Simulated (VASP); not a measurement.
Wanted: the native input for a VASP 6.6.1 run.

```
Task                               : single point
Functional                         : PBE-based screened hybrid with 25 % exact exchange
Potentials or basis                : VASP PAW PBE potentials, release 64 (Al)
Cutoff                             : 520 eV
k mesh                             : 6 × 6 × 3
Occupations                        : fermi-dirac, width 0.05 eV
Spin                               : no spin polarisation
Dipole correction                  : no
Grid for exact exchange (PRECFOCK) : Normal
Share of exact exchange            : 0.25
Further INCAR settings             : ALGO = Normal; EDIFF = 1e-07; NBANDS = 10
Screening parameter                : 0.3 1/Å
```

Crystal: Al.

```
Al
1.0
     2.91308    0.00000    0.00000
    -1.45654    2.52280    0.00000
     0.00000    0.00000    4.53970
Al
2
Direct
  0.33333 0.66667 0.25000
  0.66667 0.33333 0.75000
```

This isn't the form of Al at room conditions, which is fcc.

The input as run:

POSCAR

```
Al
1.0
    2.9130761291      0.0000000000      0.0000000000
   -1.4565380645      2.5227979310      0.0000000000
    0.0000000000      0.0000000000      4.5396977053
Al
2
Direct
    0.3333333333      0.6666666667      0.2500000000
    0.6666666667      0.3333333333      0.7500000000
```

INCAR.step1

```
SYSTEM = Al
PREC     = Accurate       ! precision mode
ENCUT    = 520            ! plane-wave cutoff, eV
EDIFF    = 1E-5           ! SCF threshold, eV
ISMEAR   = -1             ! smearing method
SIGMA    = 0.05           ! smearing width, eV
LREAL    = .FALSE.        ! projectors in reciprocal space
LASPH    = .TRUE.         ! aspherical terms in the spheres
NELM     = 60             ! most SCF steps
ALGO     = Normal         ! electronic algorithm
ISIF     = 2              ! what is computed and relaxed
LWAVE    = .TRUE.         ! write WAVECAR
LCHARG   = .FALSE.        ! write CHGCAR
GGA      = PE             ! functional
NBANDS   = 10             ! bands
```

INCAR.step2

```
SYSTEM = Al
PREC     = Accurate       ! precision mode
ENCUT    = 520            ! plane-wave cutoff, eV
EDIFF    = 1E-7           ! SCF threshold, eV
ISMEAR   = -1             ! smearing method
SIGMA    = 0.05           ! smearing width, eV
LREAL    = .FALSE.        ! projectors in reciprocal space
LASPH    = .TRUE.         ! aspherical terms in the spheres
NELM     = 60             ! most SCF steps
ALGO     = Normal         ! electronic algorithm
ISIF     = 2              ! what is computed and relaxed
LWAVE    = .FALSE.        ! write WAVECAR
LCHARG   = .FALSE.        ! write CHGCAR
GGA      = PE             ! functional
LHFCALC  = .TRUE.         ! exact exchange
AEXX     = 0.25           ! exact-exchange fraction
HFSCREEN = 0.3            ! screening, 1/A
PRECFOCK = Normal       
ISTART   = 1            
NBANDS   = 10             ! bands
```

KPOINTS

```
regular mesh
0
G
  6 6 3
  0 0 0
```

Potentials or basis: VASP PAW PBE potentials, release 64 (Al).

The run is started by

```console
$ cat potpaw_PBE.64/Al/POTCAR > POTCAR
$ cp INCAR.step1 INCAR
$ mpirun -np 1 vasp_std > vasp.out
$ cp INCAR.step2 INCAR
$ mpirun -np 1 vasp_std > vasp.out
```

Results of the run:

| Item | Value |
| --- | --- |
| Pressure | 0.0 GPa |
| Band gap on the k mesh | zero (bands 3 and 4 overlap by 4.86 eV) |

Caveat: the k points lie up to 0.46 Å⁻¹ apart, too coarse for converged energies and pressures of a metal; the PAW data sets were made with another functional, which shifts forces and pressure a little.

It took 2 min on 1 thread of AMD EPYC 9R45 96-Core Processor (Zen 5), on a shared host, peak memory 0.22 GiB.
